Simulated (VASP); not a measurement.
# Cs (Fm-3m) in VASP: further runs

Cs is run at these levels: BLYP; tasks: single point.

Program: VASP 6.6.1. These are calculated values, not measurements. Logs are shortened: lines on timing, memory, paths and dates and some standing lists are left out, and cuts for length are marked.

### 1 The cell of the first run

It takes space group Fm-3m (No. 225, cubic). Conventional cell: a = 8.031 Å, b = 8.031 Å, c = 8.031 Å, α = 90.00°, β = 90.00°, γ = 90.00°.

This isn't the form of Cs at room conditions, which is bcc.

### 2 Single point, BLYP (129.48 Å³/atom)

INCAR

```
PREC = Accurate
ENCUT = 520
EDIFF = 1E-6
ISMEAR = -1
SIGMA = 0.1
LREAL = False
LASPH = True
NELM = 100
ALGO = Normal
ISIF = 2
LWAVE = False
LCHARG = True
GGA = B5
ALDAX = 1.0
AGGAX = 1.0
AGGAC = 1.0
ALDAC = 0.0
LELF = True
LVHAR = True
NBANDS = 10
```

KPOINTS

```
regular mesh
0
Gamma
  8 8 8
```

POSCAR

```
Cs
1.0
    0.0000000000      4.0153945721      4.0153945721
    4.0153945721      0.0000000000      4.0153945721
    4.0153945721      4.0153945721      0.0000000000
Cs
1
Direct
    0.0000000000      0.0000000000      0.0000000000
```

Potentials or basis: VASP PAW PBE potentials, release 64 (Cs_sv).

Run with:

```console
$ cat potpaw_PBE.64/Cs_sv/POTCAR > POTCAR
$ mpirun -np 1 vasp_std > vasp.out
```

OUTCAR:

```text
PREC = Accurate
   ENCUT = 520
   EDIFF = 1E-6
   ISMEAR = -1
   LREAL = False
   LASPH = True
   NELM = 100
   ISIF = 2
   GGA = B5

 ion  position               nearest neighbor table
   1  0.000  0.000  0.000-

  LATTYP: Found a face centered cubic cell.
 ALAT       =     8.0307891442

  Lattice vectors:

 A1 = (   0.0000000000,   4.0153945721,   4.0153945721)
 A2 = (   4.0153945721,   0.0000000000,   4.0153945721)
 A3 = (   4.0153945721,   4.0153945721,   0.0000000000)

Analysis of symmetry for initial positions (statically):
=====================================================================
 Subroutine PRICEL returns:
 Original cell was already a primitive cell.

 Routine SETGRP: Setting up the symmetry group for a
 face centered cubic supercell.

 Subroutine GETGRP returns: Found 48 space group operations
 (whereof 48 operations were pure point group operations)
 out of a pool of 48 trial point group operations.

The static configuration has the point symmetry O_h .

Analysis of symmetry for dynamics (positions and initial velocities):
=====================================================================
 Subroutine PRICEL returns:
 Original cell was already a primitive cell.

 Routine SETGRP: Setting up the symmetry group for a
 face centered cubic supercell.

 Subroutine GETGRP returns: Found 48 space group operations
 (whereof 48 operations were pure point group operations)
 out of a pool of 48 trial point group operations.

The dynamic configuration has the point symmetry O_h .

 Subroutine INISYM returns: Found 48 space group operations
 (whereof 48 operations are pure point group operations),
 and found     1 'primitive' translations

----------------------------------------------------------------------------------------

                                     Primitive cell

  volume of cell :     129.4836

  direct lattice vectors                    reciprocal lattice vectors
     0.000000000  4.015394572  4.015394572    -0.124520764  0.124520764  0.124520764
     4.015394572  0.000000000  4.015394572     0.124520764 -0.124520764  0.124520764
     4.015394572  4.015394572  0.000000000     0.124520764  0.124520764 -0.124520764

  length of vectors
     5.678625462  5.678625462  5.678625462     0.215676290  0.215676290  0.215676290

  position of ions in fractional coordinates (direct lattice)
     0.000000000  0.000000000  0.000000000

  ion indices of the primitive-cell ions
   primitive index   ion index
                 1           1

----------------------------------------------------------------------------------------

 KPOINTS: regular mesh

Automatic generation of k-mesh.
 Grid dimensions read from file:
 generate k-points for:    8    8    8

 Generating k-lattice:

  Cartesian coordinates                     Fractional coordinates (reciprocal lattice)
    -0.015565096  0.015565096  0.015565096     0.125000000  0.000000000  0.000000000
     0.015565096 -0.015565096  0.015565096     0.000000000  0.125000000  0.000000000
     0.015565096  0.015565096 -0.015565096     0.000000000  0.000000000  0.125000000

  Length of vectors
     0.026959536  0.026959536  0.026959536

  Shift w.r.t. Gamma in fractional coordinates (k-lattice)
     0.000000000  0.000000000  0.000000000

 Subroutine IBZKPT returns following result:
 ===========================================

 Found     29 irreducible k-points:

 Following reciprocal coordinates:
            Coordinates               Weight
  0.000000  0.000000  0.000000      1.000000
  0.125000  0.000000  0.000000      8.000000
  0.250000  0.000000  0.000000      8.000000
  0.375000  0.000000  0.000000      8.000000
  0.500000  0.000000  0.000000      4.000000
  0.125000  0.125000  0.000000      6.000000
[... 16 lines left out ...]
  0.500000  0.250000  0.125000     48.000000
 -0.375000  0.250000  0.125000     24.000000
 [... further k-points ...]
   k-points           NKPTS =     29   k-points in BZ     NKDIM =     29   number of bands    NBANDS=     10
   number of dos      NEDOS =    301   number of ions     NIONS =      1
   total plane-waves  NPLWV =  74088
   dimension x,y,z NGX =    42 NGY =   42 NGZ =   42
   dimension x,y,z NGXF=    84 NGYF=   84 NGZF=   84
   ions per type =               1
   NGX,Y,Z   is equivalent  to a cutoff of  12.30, 12.30, 12.30 a.u.
   NGXF,Y,Z  is equivalent  to a cutoff of  24.59, 24.59, 24.59 a.u.
 SYSTEM =  unknown system
   PREC   = accura    normal or accurate (medium, high low for compatibility)
   ISTART =      0    job   : 0-new  1-cont  2-samecut
   ICHARG =      2    charge: 1-file 2-atom 10-const
   ISPIN  =      1    spin polarized calculation?
   LNONCOLLINEAR =      F non collinear calculations
   LSORBIT =      F    spin-orbit coupling
   LASPH  =      T    aspherical Exc in radial PAW
   ENCUT  =  520.0 eV  38.22 Ry    6.18 a.u.  10.56 10.56 10.56*2*pi/ulx,y,z
   NELM   =    100;   NELMIN=  2; NELMDL= -5     # of ELM steps
   EDIFF  = 0.1E-05   stopping-criterion for ELM
   LREAL  =      F    real-space projection
   EDIFFG = 0.1E-04   stopping-criterion for IOM
   NSW    =      0    number of steps for IOM
   IBRION =     -1    ionic relax: 0-MD 1-quasi-New 2-CG
   NFREE  =      0    steps in history (QN), initial steepest desc. (CG)
   ISIF   =      2    stress and relaxation
   ISYM   =      2    0-nonsym 1-usesym 2-fastsym
   POTIM  = 0.5000    time-step for ionic-motion
   TEBEG  =    0.0;   TEEND  =   0.0 temperature during run
   PSTRESS=    0.0 pullay stress
   NELECT =       9.0000    total number of electrons
   NUPDOWN=      -1.0000    fix difference up-down
   EMIN   =  10.00;   EMAX   =-10.00  energy-range for DOS
   EFERMI =   0.00;   METHOD = LEGACY
   ISMEAR =    -1;   SIGMA  =   0.10  broadening in eV -4-tet -1-fermi 0-gaus
   EFERMI_NEDOS =   21; number of points for ismear=-14 and -15
   IALGO  =     38    algorithm
   IMIX   =      4    mixing-type and parameters
     AMIX     =   0.40;   BMIX     =  1.00
     AMIX_MAG =   1.60;   BMIX_MAG =  1.00
  volume/ion in A,a.u.               =     129.48       873.80
  Fermi-wavevector in a.u.,A,eV,Ry     =   0.673107  1.271988  6.164433  0.453073
  Thomas-Fermi vector in A             =   1.749427
   LORBIT       =      0    0 simple, 1 ext, 2 COOP (PROOUT), +10 PAW based schemes
   GGA     = B5    functional components
   LHFCALC =     F    Hartree Fock is set to
   AEXX    =    0.0000 exact exchange contribution
   IVDW    =     0    specifies the selected vdW correction
   LEPSILON=     F    determine dielectric tensor
   LRPA    =     F    only Hartree local field effects (RPA)
 non-spin polarized calculation
  energy-cutoff  :      520.00
  volume of cell :      129.48
 maximum number of plane-waves:      3511
   NGX = 21   NGY = 21   NGZ = 21

 number of electron       9.0000000 magnetization

 Free energy of the ion-electron system (eV)
  ---------------------------------------------------
  ext. energy  EPLUGINS =         0.00000000
  ---------------------------------------------------
  free energy    TOTEN  =        -0.54376565 eV

  energy without entropy =       -0.50058943  energy(sigma->0) =       -0.52217754

 E-fermi :   0.5905     XC(G=0):  -4.6976

 val. band max:        0.5378860820   @ k =   0.5000   0.0000   0.0000
 cond. band min:       0.6223224788   @ k =   0.5000   0.1250   0.0000
 fundamental gap:      0.0844363967
 Fermi energy:         0.5905391615

 k-point     1 :       0.0000    0.0000    0.0000
  band No.  band energies     occupation
      1     -23.4054      2.00000
      2     -10.2069      2.00000
      3     -10.2069      2.00000
      4     -10.2069      2.00000
      5      -0.9439      2.00000
      6       2.7952      0.00000
      7       2.7952      0.00000
      8       2.7952      0.00000
      9       3.6962      0.00000
     10       3.6962      0.00000

 k-point     2 :       0.1250    0.0000    0.0000
  band No.  band energies     occupation
      1     -23.4050      2.00000
      2     -10.2203      2.00000
      3     -10.2087      2.00000
      4     -10.2087      2.00000
      5      -0.7981      2.00000
      6       2.5690      0.00000
      7       2.8577      0.00000
      8       2.8577      0.00000
      9       3.6089      0.00000
     10       3.6089      0.00000

 k-point     3 :       0.2500    0.0000    0.0000
  band No.  band energies     occupation
      1     -23.4037      2.00000
      2     -10.2525      2.00000
      3     -10.2133      2.00000
      4     -10.2133      2.00000
      5      -0.3903      1.99989
      6       2.1336      0.00000
      7       2.8823      0.00000
      8       2.8823      0.00000
      9       3.6547      0.00000
     10       3.6547      0.00000

 k-point     4 :       0.3750    0.0000    0.0000
  band No.  band energies     occupation
      1     -23.4025      2.00000
      2     -10.2840      2.00000
      3     -10.2178      2.00000
      4     -10.2178      2.00000
      5       0.1708      1.97039
      6       1.7003      0.00003
      7       2.7602      0.00000
      8       2.7602      0.00000
      9       4.0628      0.00000
     10       4.0628      0.00000

 k-point     5 :       0.5000    0.0000    0.0000
  band No.  band energies     occupation
      1     -23.4020      2.00000
      2     -10.2969      2.00000
      3     -10.2197      2.00000
      4     -10.2197      2.00000
      5       0.5379      1.25735
      6       1.4278      0.00046
      7       2.6977      0.00000
      8       2.6977      0.00000
      9       4.3757      0.00000
     10       4.3840      0.00000

 k-point     6 :       0.1250    0.1250    0.0000
  band No.  band energies     occupation
      1     -23.4048      2.00000
      2     -10.2200      2.00000
      3     -10.2118      2.00000
      4     -10.2118      2.00000
      5      -0.7493      2.00000
      6       2.5221      0.00000
      7       2.8878      0.00000
      8       2.8878      0.00000
      9       3.3363      0.00000
     10       3.7775      0.00000

 k-point     7 :       0.2500    0.1250    0.0000
  band No.  band energies     occupation
      1     -23.4038      2.00000
      2     -10.2437      2.00000
      3     -10.2172      2.00000
      4     -10.2158      2.00000
      5      -0.4269      1.99992
      6       2.2104      0.00000
      7       2.8279      0.00000
      8       2.9685      0.00000
      9       3.2697      0.00000
     10       3.8677      0.00000

 k-point     8 :       0.3750    0.1250    0.0000
  band No.  band energies     occupation
      1     -23.4026      2.00000
      2     -10.2737      2.00000
      3     -10.2219      2.00000
      4     -10.2217      2.00000
      5       0.0994      1.98538
      6       1.8290      0.00001
      7       2.5808      0.00000
      8       2.9071      0.00000
      9       3.6874      0.00000
     10       4.1787      0.00000

 k-point     9 :       0.5000    0.1250    0.0000
  band No.  band energies     occupation
      1     -23.4019      2.00000
      2     -10.2914      2.00000
      3     -10.2277      2.00000
      4     -10.2227      2.00000
      5       0.6223      0.84241
      6       1.4630      0.00033
      7       2.4847      0.00000
      8       2.8157      0.00000
      9       4.0678      0.00000
     10       4.3972      0.00000
[... 118 lines left out ...]
 k-point    19 :       0.5000    0.3750    0.0000
  band No.  band energies     occupation
      1     -23.4011      2.00000
      2     -10.2860      2.00000
      3     -10.2443      2.00000
      4     -10.2374      2.00000
      5       0.9270      0.06682
      6       1.6439      0.00005
      7       1.9570      0.00000
      8       3.6482      0.00000
      9       3.6946      0.00000
     10       4.4455      0.00000

 k-point    20 :      -0.3750    0.3750    0.0000
  band No.  band energies     occupation
      1     -23.4010      2.00000
      2     -10.2774      2.00000
      3     -10.2594      2.00000
      4     -10.2335      2.00000
      5       1.3154      0.00142
      6       1.4818      0.00027
      7       1.8534      0.00001
      8       3.2180      0.00000
      9       3.4072      0.00000
     10       4.2477      0.00000

 k-point    21 :       0.5000    0.5000    0.0000
  band No.  band energies     occupation
      1     -23.4009      2.00000
      2     -10.2920      2.00000
      3     -10.2404      2.00000
      4     -10.2404      2.00000
      5       0.9613      0.04789
      6       1.6148      0.00007
      7       1.9524      0.00000
      8       4.1053      0.00000
      9       4.3190      0.00000
     10       4.3285      0.00000

 k-point    22 :       0.3750    0.2500    0.1250
  band No.  band energies     occupation
      1     -23.4028      2.00000
      2     -10.2604      2.00000
      3     -10.2300      2.00000
      4     -10.2190      2.00000
      5      -0.0392      1.99632
      6       2.0017      0.00000
      7       2.4706      0.00000
      8       3.1605      0.00000
      9       3.2890      0.00000
     10       4.1601      0.00000

 k-point    23 :       0.5000    0.2500    0.1250
  band No.  band energies     occupation
      1     -23.4019      2.00000
      2     -10.2774      2.00000
      3     -10.2400      2.00000
      4     -10.2244      2.00000
      5       0.5200      1.33870
      6       1.7287      0.00002
      7       2.2047      0.00000
      8       3.0269      0.00000
      9       3.7143      0.00000
     10       4.3048      0.00000

 k-point    24 :      -0.3750    0.2500    0.1250
  band No.  band energies     occupation
      1     -23.4015      2.00000
      2     -10.2848      2.00000
      3     -10.2432      2.00000
      4     -10.2273      2.00000
      5       0.9550      0.05092
      6       1.4154      0.00052
      7       2.1863      0.00000
      8       2.9374      0.00000
      9       3.7249      0.00000
     10       4.4348      0.00000

 [... further k-points ...]
[... 5 lines left out ...]
  --------------------------------------------------------------------------------------
  -------------------------------------------------------------------------------------
  Total       -0.0388035     -0.0388035     -0.0388035     -0.0000000     -0.0000000      0.0000000
  in kB       -0.4801384     -0.4801384     -0.4801384     -0.0000000     -0.0000000      0.0000000
  external PRESSURE =      -0.4801384 kB  Pullay stress =       0.0000000 kB

 VOLUME and BASIS-vectors are now :
 -----------------------------------------------------------------------------
  energy-cutoff  :      520.00
  volume of cell :      129.48
      direct lattice vectors                 reciprocal lattice vectors
     0.000000000  4.015394572  4.015394572    -0.124520764  0.124520764  0.124520764
     4.015394572  0.000000000  4.015394572     0.124520764 -0.124520764  0.124520764
     4.015394572  4.015394572  0.000000000     0.124520764  0.124520764 -0.124520764

 POSITION                                       TOTAL-FORCE (eV/Angst)
 -----------------------------------------------------------------------------------
      0.00000      0.00000      0.00000         0.000000     -0.000000      0.000000
 -----------------------------------------------------------------------------------
    total drift:                               -0.000000     -0.000000     -0.000000

  FREE ENERGIE OF THE ION-ELECTRON SYSTEM (eV)
  ---------------------------------------------------
  free  energy   TOTEN  =        -0.5437656492 eV

  energy  without entropy=       -0.5005894283  energy(sigma->0) =       -0.52217754
```

It took 32 s on 1 thread of Intel Xeon Platinum 8488C (Sapphire Rapids), shared host; peak memory 0.25 GiB.

Results:

| Property | Result |
| --- | --- |
| Free energy | -0.5438 eV |
| Pressure | 0.0 GPa |
| Band gap on the k mesh | zero (an odd number of electrons rules out a gap without spin polarisation) |

Caveat: the PAW data sets were made with another functional, which shifts forces and pressure a little; spin-orbit coupling is left out, which moves the levels of the heavy elements.

### 3 Single point, BLYP (134.46 Å³/atom)

This run uses another cell than the first one, of 134.46 Å³/atom.

INCAR

```
  AGGAC = 1.0
  AGGAX = 1.0
  ALDAC = 0.0
  ALDAX = 1.0
  ALGO = Normal
  EDIFF = 1E-6
  ENCUT = 520
  GGA = B5
  ISIF = 2
  ISMEAR = -1
  LASPH = T
  LCHARG = T
  LELF = T
  LREAL = F
  LVHAR = T
  LWAVE = F
  NBANDS = 10
  NELM = 100
  PREC = Accurate
  SIGMA = 0.1
```

KPOINTS

```
k-points
0
Gamma
  8 8 8
```

POSCAR

```
Cs
1.0
    0.0000000000      4.0662277479      4.0662277479
    4.0662277479      0.0000000000      4.0662277479
    4.0662277479      4.0662277479      0.0000000000
Cs
1
Direct
    0.0000000000      0.0000000000      0.0000000000
```

Potentials or basis: VASP PAW PBE potentials, release 64 (Cs_sv).

Run with:

```console
$ cat potpaw_PBE.64/Cs_sv/POTCAR > POTCAR
$ mpirun -np 1 vasp_std > vasp.out
```

It took 41 s on 1 thread of Intel Xeon Platinum 8488C (Sapphire Rapids), shared host; peak memory 0.31 GiB.

It converged, with:

```yaml
Free_energy: -0.5417 eV
Pressure: -0.1 GPa
Band_gap_on_the_k_mesh: zero (an odd number of electrons rules out a gap without spin polarisation)
```

Levels at points of the mesh, in eV from the Fermi level:
| k point | band 2 | band 3 | band 4 | band 5 | band 6 | band 7 | band 8 | band 9 |
| --- | --- | --- | --- | --- | --- | --- | --- | --- |
| (0.00, 0.00, 0.00) | -10.82 | -10.82 | -10.82 | -1.50 | 2.18 | 2.18 | 2.18 | 3.05 |
| (0.50, 0.00, 0.00) | -10.90 | -10.83 | -10.83 | -0.04 | 0.81 | 2.09 | 2.09 | 3.67 |
| (0.50, 0.50, 0.00) | -10.90 | -10.85 | -10.85 | 0.39 | 1.04 | 1.32 | 3.37 | 3.63 |

Caveat: the PAW data sets were made with another functional, which shifts forces and pressure a little; spin-orbit coupling is left out, which moves the levels of the heavy elements.

### 4 Single point, BLYP (139.44 Å³/atom)

This run uses another cell than the first one, of 139.44 Å³/atom.

INCAR

```
SYSTEM = Cs
PREC = Accurate
ENCUT = 520
EDIFF = 1E-6
ISMEAR = -1
SIGMA = 0.1
LREAL = .False.
LASPH = .True.
NELM = 100
ALGO = Normal
ISIF = 2
LWAVE = .False.
LCHARG = .False.
GGA = B5
ALDAX = 1.0
AGGAX = 1.0
AGGAC = 1.0
ALDAC = 0.0
NBANDS = 10
```

KPOINTS

```
regular mesh
0
Gamma
  8 8 8
  0 0 0
```

POSCAR

```
Cs
1.0
    0.0000000000      4.1158207788      4.1158207788
    4.1158207788      0.0000000000      4.1158207788
    4.1158207788      4.1158207788      0.0000000000
Cs
1
Direct
    0.0000000000      0.0000000000      0.0000000000
```

Run with:

```console
$ cat potpaw_PBE.64/Cs_sv/POTCAR > POTCAR
$ mpirun -np 1 vasp_std > vasp.out
```

It took 42 s on 1 thread of Intel Xeon Platinum 8488C (Sapphire Rapids), shared host; peak memory 0.31 GiB.

It converged, with:

```
Free energy            : -0.5383 eV
Pressure               : -0.1 GPa
Band gap on the k mesh : zero (an odd number of electrons rules out a gap without spin polarisation)
```

Levels at points of the mesh, in eV from the Fermi level:
| k point | band 1 | band 2 | band 3 | band 4 | band 5 | band 6 | band 7 | band 8 | band 9 | band 10 |
| --- | --- | --- | --- | --- | --- | --- | --- | --- | --- | --- |
| (0.00, 0.00, 0.00) | -24.04 | -10.84 | -10.84 | -10.84 | -1.46 | 2.16 | 2.16 | 2.16 | 3.00 | 3.00 |
| (0.50, 0.00, 0.00) | -24.03 | -10.91 | -10.85 | -10.85 | -0.04 | 0.79 | 2.07 | 2.07 | 3.56 | 3.63 |
| (0.50, 0.50, 0.00) | -24.03 | -10.91 | -10.87 | -10.87 | 0.41 | 1.06 | 1.27 | 3.24 | 3.54 | 3.55 |

Caveat: the PAW data sets were made with another functional, which shifts forces and pressure a little; spin-orbit coupling is left out, which moves the levels of the heavy elements.

### 5 Summary

```tsv
cell	gap on the mesh (eV)	pressure (GPa)
a = 5.679 Å, angles 60.0°, 1 atom	none	0.0
a = 5.751 Å, angles 60.0°, 1 atom	none	-0.1
a = 5.821 Å, angles 60.0°, 1 atom	none	-0.1
```

Alike in all rows: task single point; level BLYP; potentials or basis VASP PAW PBE potentials, release 64 (Cs_sv); no spin polarisation; k mesh 8 × 8 × 8; cutoff (eV) 520; smearing fermi-dirac 0.1 eV.

Caveats: the PAW data sets were made with another functional, which shifts forces and pressure a little; spin-orbit coupling is left out, which moves the levels of the heavy elements.

Total energies depend on the potentials used, so only differences within one code and one set of settings carry meaning.

The gap in the log of VASP goes by the Fermi energy; the results here count the filled bands.